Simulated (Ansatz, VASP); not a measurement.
# One calculation of Ca, two programs

```xyz
1
Lattice="0.0000 2.6715 2.6715 2.6715 0.0000 2.6715 2.6715 2.6715 0.0000" Properties=species:S:1:pos:R:3 pbc="T T T"
Ca    0.0000    0.0000    0.0000
```

Alike in both runs: functional LDA; k mesh 12 × 12 × 12; occupations fermi-dirac, width 0.08 eV; no spin polarisation.

Ansatz relaxed the structure, and its values are those at the end. VASP's run is a single point on that final structure, the one shown.

|  | VASP | Ansatz |
| --- | --- | --- |
| version | VASP 6.6.1 | Ansatz 0.2.0 |
| potentials or method | VASP PAW LDA potentials, release 64 (Ca_sv) | PAW with Ansatz's default frozen-core files, scalar-relativistic |
| plane-wave cutoff (eV) | 520 | 420 |
| valence electrons in the cell | 10 | 10 |

```csv
,VASP,Ansatz,Ansatz less VASP
pressure (GPa),0.0,0.0,+0.01
```

LDA's correlation is that of Perdew and Zunger in VASP and of Perdew and Wang (1992) in Ansatz.
